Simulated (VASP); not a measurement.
# Al (P6/mmm) in VASP: a series of runs, part 2 of 2

VASP 6.6.1. The steps go on from the part before.

## 4. Relaxation of cell and atoms, PBE

This run uses another cell than the first one, of 24.50 Å³/atom, 0.994 times its volume.

Contents of INCAR:

```
PREC     = Accurate       # precision mode
ENCUT    = 600            # plane-wave cutoff, eV
EDIFF    = 1E-6           # SCF threshold, eV
ISMEAR   = 0              # smearing method
SIGMA    = 0.1            # smearing width, eV
LREAL    = F              # projectors in reciprocal space
LASPH    = T              # aspherical terms in the spheres
NELM     = 100            # most SCF steps
ALGO     = Normal         # electronic algorithm
ISIF     = 3              # what is computed and relaxed
LWAVE    = F              # write WAVECAR
LCHARG   = F              # write CHGCAR
GGA      = PE             # functional
IBRION   = 2              # ionic algorithm
NSW      = 100            # ionic steps
EDIFFG   = -0.01          # ionic threshold
```

Contents of KPOINTS:

```
regular mesh
0
Gamma
  15 15 20
```

Contents of POSCAR:

```
Al
1.0
    4.6050684801      0.0000000000      0.0000000000
   -2.3025342401      3.9881062899      0.0000000000
    0.0000000000      0.0000000000      2.6684286514
Al
2
Direct
    0.3333333333      0.6666666667      0.5000000000
    0.6666666667      0.3333333333      0.5000000000
```

Potentials or basis: VASP PAW PBE potentials, release 64 (Al).

Started as:

```bash
> cat potpaw_PBE.64/Al/POTCAR > POTCAR
> mpirun -np 1 vasp_std > vasp.out
```

OUTCAR:

```text
PREC = Accurate
   ENCUT = 600
   EDIFF = 1E-6
   ISMEAR = 0
   LREAL = F
   LASPH = T
   NELM = 100
   ISIF = 3
   GGA = PE
   IBRION = 2
   NSW = 100
   EDIFFG = -0.01

 ion  position               nearest neighbor table
   1  0.333  0.667  0.500-   2 2.66   2 2.66   2 2.66
   2  0.667  0.333  0.500-   1 2.66   1 2.66   1 2.66

  LATTYP: Found a hexagonal cell.
 ALAT       =     4.6050684801
 C/A-ratio  =     0.5794547167

  Lattice vectors:

 A1 = (   4.6050684801,   0.0000000000,   0.0000000000)
 A2 = (  -2.3025342401,   3.9881062899,   0.0000000000)
 A3 = (   0.0000000000,   0.0000000000,   2.6684286514)

Analysis of symmetry for initial positions (statically):
=====================================================================
 Subroutine PRICEL returns:
 Original cell was already a primitive cell.

 Routine SETGRP: Setting up the symmetry group for a
[... 176 lines left out ...]
 fundamental gap:      0.0229873357
 Fermi energy:         4.0675191372

 k-point     1 :       0.0000    0.0000    0.0000
  band No.  band energies     occupation
      1      -4.8523      2.00000
      2       2.9449      2.00000
      3       2.9449      2.00000
      4       2.9783      2.00000
      5       6.0239      0.00000
      6       6.0239      0.00000
      7       9.2880      0.00000
[... 373 lines left out ...]
--------------------------------------- Ionic step        5  -------------------------------------------

 number of electron       6.0000000 magnetization

 Free energy of the ion-electron system (eV)
  ---------------------------------------------------
  ext. energy  EPLUGINS =         0.00000000
  ---------------------------------------------------
  free energy    TOTEN  =        -6.50053564 eV

  energy without entropy =       -6.49660546  energy(sigma->0) =       -6.49857055

 E-fermi :   3.9681     XC(G=0):  -8.4740

 val. band max:        3.9576762575   @ k =   0.0667   0.0000   0.3000
 cond. band min:       3.9739742724   @ k =   0.2667   0.1333   0.5000
 fundamental gap:      0.0162980149
 Fermi energy:         3.9680579562

 k-point     1 :       0.0000    0.0000    0.0000
  band No.  band energies     occupation
      1      -4.8284      2.00000
      2       3.0975      2.00000
      3       3.0975      2.00000
      4       3.4056      2.00000
      5       6.1755      0.00000
      6       6.1755      0.00000
      7       9.4363      0.00000
[... 259 lines left out ...]
  FREE ENERGIE OF THE ION-ELECTRON SYSTEM (eV)
  ---------------------------------------------------
  free  energy   TOTEN  =        -6.5005356448 eV

  energy  without entropy=       -6.4966054618  energy(sigma->0) =       -6.49857055

 reached required accuracy - stopping structural energy minimisation
```

Wall time 3.4 min (1 thread of Intel Xeon Platinum 8259CL at 2.50GHz (Skylake/Cascade Lake), shared host); peak memory 0.26 GiB.

Results:

```yaml
Free_energy: -6.5005 eV
Relaxed_volume: 24.64 Å³/atom
Relaxed_cell: a = 4.546 Å, b = 4.546 Å, c = 2.753 Å, α = 90.00°, β = 90.00°, γ = 120.00°
Space_group_after_relaxing_to_0.05_Å: P6/mmm (No. 191)
Energy_gained_by_relaxing: 12.8 meV/atom
Ionic_steps: 5
Pressure_after_relaxing: 0.0 GPa
Band_gap_on_the_k_mesh: zero (band 3 reaches 6.32 eV, above the bottom of band 4 at 2.51 eV)
```

The path:
```
step  energy change (eV)  largest force (eV/Å)  pressure (GPa)  volume (Å³)
   1              0.0000                0.0000            0.46        49.01
   2             -0.0254                0.0000           -0.19        49.48
   3             -0.0255                0.0000           -0.21        49.51
   4             -0.0255                0.0000           -0.21        49.51
   5             -0.0256                0.0000            0.00        49.27
```

Final structure:
```
Al
1.0
     4.54589    0.00000    0.00000
    -2.27294    3.93685    0.00000
     0.00000    0.00000    2.75325
Al
2
Cartesian
  0.0000 2.6246 1.3766
  2.2729 1.3123 1.3766
```

## 5. Single point, PBE

This run uses another cell than the first one, of 24.50 Å³/atom, 0.994 times its volume.

Contents of INCAR:

```
SYSTEM = Al
PREC     = Accurate       ! precision mode
ENCUT    = 520            ! plane-wave cutoff, eV
EDIFF    = 1E-6           ! SCF threshold, eV
ISMEAR   = 0              ! smearing method
SIGMA    = 0.1            ! smearing width, eV
LREAL    = .False.        ! projectors in reciprocal space
LASPH    = .True.         ! aspherical terms in the spheres
NELM     = 100            ! most SCF steps
ALGO     = Normal         ! electronic algorithm
ISIF     = 2              ! what is computed and relaxed
LWAVE    = .False.        ! write WAVECAR
LCHARG   = .False.        ! write CHGCAR
GGA      = PE             ! functional
NBANDS   = 10             ! bands
```

Contents of KPOINTS:

```
regular mesh
0
Gamma
  6 6 6
  0 0 0
```

Contents of POSCAR:

```
Al
1.0
    4.6050684801     -0.0000000031      0.0000000000
   -2.3025342374      3.9881062915      0.0000000000
    0.0000000000      0.0000000000      2.6684286514
Al
2
Direct
    0.3333333333      0.6666666667      0.5000000000
    0.6666666667      0.3333333333      0.5000000000
```

Started as:

```bash
> cat potpaw_PBE.64/Al/POTCAR > POTCAR
> mpirun -np 1 vasp_std > vasp.out
```

Wall time 8.8 s (1 thread of Intel Xeon Platinum 8259CL at 2.50GHz (Skylake/Cascade Lake), shared host); peak memory 0.15 GiB.

Results (log left out):

| Quantity | Value |
| --- | --- |
| Free energy | -6.4475 eV |
| Pressure | 0.1 GPa |
| Band gap on the k mesh | zero (band 3 reaches 6.31 eV, above the bottom of band 4 at 2.46 eV) |

Stress tensor (GPa, compression positive):
```
0.00 0.00 0.00
0.00 0.00 0.00
0.00 0.00 0.31
```

Levels at points of the mesh, in eV from the Fermi level:
| k point | band 1 | band 2 | band 3 | band 4 | band 5 | band 6 | band 7 | band 8 |
| --- | --- | --- | --- | --- | --- | --- | --- | --- |
| (0.00, 0.00, 0.00) | -8.99 | -1.19 | -1.19 | -1.17 | 1.90 | 1.90 | 5.15 | 10.33 |
| (0.50, 0.00, 0.00) | -7.48 | -6.12 | -2.22 | -0.21 | 6.42 | 6.92 | 6.93 | 7.44 |
| (0.00, 0.00, 0.50) | -4.19 | -3.65 | 2.19 | 2.44 | 2.44 | 5.11 | 5.11 | 5.76 |
| (0.50, 0.00, 0.50) | -2.62 | -2.33 | -1.42 | -1.00 | 1.55 | 4.01 | 4.79 | 5.15 |

Caveat: the k points lie up to 0.39 Å⁻¹ apart.

## 6. Overview

```csv
task,cell,k mesh,cutoff (eV),gap on the mesh (eV),pressure (GPa)
single point,"a = 4.546, b = 4.546, c = 2.754 Å, angles 90.0, 90.0, 120.0°, 2 atoms",15 × 15 × 20,520,none,0.0
relaxation of cell and atoms,"relaxed from a = 4.605, b = 4.605, c = 2.668 Å, angles 90.0, 90.0, 120.0°, 2 atoms",15 × 15 × 20,600,none,0.0
single point,"a = 4.605, b = 4.605, c = 2.668 Å, angles 90.0, 90.0, 120.0°, 2 atoms",6 × 6 × 6,520,none,0.1
```

Alike in all rows: level PBE; potentials or basis VASP PAW PBE potentials, release 64 (Al); no spin polarisation; smearing gaussian 0.1 eV.

Caveats: some runs use coarse meshes.

Total energies depend on the potentials used, so only differences within one code and one set of settings carry meaning.
